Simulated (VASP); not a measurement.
Here is a VASP 6.6.1 calculation.

Contents of POSCAR:

```
Hf4S11
1.0
   -4.9838649150      3.5790756566      0.0000756988
   -4.9835259869     -3.5785876220      0.0054791981
   -1.1756435148     -0.0067919003      9.0177993501
Hf S
4 11
Direct
    0.7412636121      0.9908604963      0.6702853419
    0.2205790470      0.4701879443      0.6701256295
    0.2629731544      0.0252393628      0.3431432300
    0.7743731866      0.5139714639      0.3429798627
    0.4336866902      0.6854927471      0.1796131771
    0.9346060256      0.1861724444      0.1707474816
    0.5809437098      0.3484045809      0.8165308871
    0.0992500997      0.8300224552      0.8167089821
    0.5055268339      0.2563502461      0.4565580188
    0.0055556927      0.7560597732      0.4565486388
    0.9947810650      0.2450586921      0.5491651643
    0.3462795750      0.0770682130      0.8168106841
    0.8280133015      0.5953360199      0.8166656614
    0.6425231465      0.8941393010      0.1815573899
    0.1438265007      0.3951694684      0.1722643161
```

File INCAR.step1:

```
SYSTEM = Hf4S11
  PREC = Accurate
  ENCUT = 520
  ISMEAR = 0
  SIGMA = 0.1
  LREAL = Auto
  LASPH = .TRUE.
  NELM = 60
  ISYM = 0
  NBANDS = 66
  GGA = PE
  ALGO = Normal
  EDIFF = 1E-4
  LWAVE = .TRUE.
  LCHARG = .FALSE.
```

The input INCAR.step2:

```
SYSTEM = Hf4S11
  PREC = Accurate
  ENCUT = 520
  EDIFF = 1E-6
  ISMEAR = 0
  SIGMA = 0.1
  LREAL = Auto
  LASPH = .TRUE.
  NELM = 60
  ALGO = Normal
  ISIF = 2
  LWAVE = .FALSE.
  LCHARG = .TRUE.
  METAGGA = R2SCAN
  LMIXTAU = .TRUE.
  LELF = .TRUE.
  LVHAR = .TRUE.
  ISYM = 0
  NBANDS = 66
  ISTART = 1
```

File KPOINTS:

```
Automatic mesh
0
Gamma
  2 2 2
  0.5 0.5 0.5
```

Potentials or basis: VASP PAW PBE potentials, release 64 (Hf_pv, S).

The run is started by

```sh
$ cat potpaw_PBE.64/Hf_pv/POTCAR potpaw_PBE.64/S/POTCAR > POTCAR
$ cp INCAR.step1 INCAR
$ mpirun -np 1 vasp_std > vasp.out
$ cp INCAR.step2 INCAR
$ mpirun -np 1 vasp_std > vasp.out
```

Problem. Estimate the pressure.

Solution. -0.7 GPa.

Problem. Estimate the largest force.

Solution. 0.173 eV/Å.

Forces on the atoms (eV/Å):
```
Hf  -0.033 -0.003  0.003
Hf   0.022 -0.002  0.000
Hf  -0.003 -0.030 -0.047
Hf   0.003  0.028 -0.041
S   -0.161  0.004  0.046
S   -0.163  0.001  0.060
S    0.057  0.007 -0.040
S    0.060 -0.009 -0.050
S    0.009  0.004  0.043
S    0.000  0.001  0.043
S    0.004  0.004 -0.049
S   -0.053 -0.010 -0.048
S   -0.052  0.005 -0.039
S    0.148  0.001  0.052
S    0.158  0.000  0.068
```

Caveat: the PAW data sets were made with another functional, which shifts forces and pressure a little.
